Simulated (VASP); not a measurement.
Set up this calculation in VASP 6.6.1, as the native input.

```yaml
Task: relaxation of cell and atoms
Functional: r2SCAN
Potentials_or_basis: VASP PAW PBE potentials, release 64 (Al)
Cutoff: 600 eV
k_mesh: 18 × 18 × 18
Occupations: gaussian, width 0.1 eV
Spin: no spin polarisation
Target_pressure: 15 GPa
Dipole_correction: no
Further_INCAR_settings: ALGO = Normal; EDIFF = 1e-06; IBRION = 2; EDIFFG = -0.008; NSW = 70; ISIF = 3
```

The system is Al.

```
Al
1.0
     0.00000    1.91308    1.91308
     1.91308    0.00000    1.91308
     1.91308    1.91308    0.00000
Al
1
Direct
  0.00000 0.00000 0.00000
```

One way to write it, as run:

POSCAR

```
Al
1.0
    0.0000000000      1.9130797421      1.9130797421
    1.9130797421      0.0000000000      1.9130797421
    1.9130797421      1.9130797421      0.0000000000
Al
1
Direct
    0.0000000000      0.0000000000      0.0000000000
```

INCAR.step1

```
PREC = Accurate
ENCUT = 600
ISMEAR = 0
SIGMA = 0.1
LREAL = F
LASPH = T
NELM = 60
GGA = PE
ALGO = Normal
EDIFF = 1E-4
LWAVE = T
LCHARG = F
```

INCAR.step2

```
PREC = Accurate
ENCUT = 600
EDIFF = 1E-6
ISMEAR = 0
SIGMA = 0.1
LREAL = F
LASPH = T
NELM = 60
ALGO = Normal
ISIF = 3
LWAVE = F
LCHARG = F
METAGGA = R2SCAN
LMIXTAU = T
IBRION = 2
NSW = 70
EDIFFG = -0.008
PSTRESS = 150.0
ISTART = 1
```

KPOINTS

```
regular mesh
0
Gamma
  18 18 18
```

Potentials or basis: VASP PAW PBE potentials, release 64 (Al).

The run is started by

```sh
$ cat potpaw_PBE.64/Al/POTCAR > POTCAR
$ cp INCAR.step1 INCAR
$ mpirun -np 1 vasp_std > vasp.out
$ cp INCAR.step2 INCAR
$ mpirun -np 1 vasp_std > vasp.out
```

It gave:

```
Relaxed volume                                         : 14.02 Å³/atom
Relaxed cell                                           : a = 2.707 Å, b = 2.707 Å, c = 2.707 Å, α = 60.00°, β = 60.00°, γ = 60.00°
Space group after relaxing (to 0.05 Å)                 : Fm-3m (No. 225)
Energy change on relaxing (the enthalpy is what falls) : -1.6 meV/atom
Ionic steps                                            : 3
Pressure after relaxing                                : 14.9 GPa
```

Caveat: the cell is relaxed towards a set pressure, so the enthalpy falls and the energy may rise; the PAW data sets were made with another functional, which shifts forces and pressure a little.

Run time: 47 s on 1 thread of Intel(R) Xeon(R) Platinum 8488C (Sapphire Rapids), with other jobs on the host, peak memory 0.15 GiB.
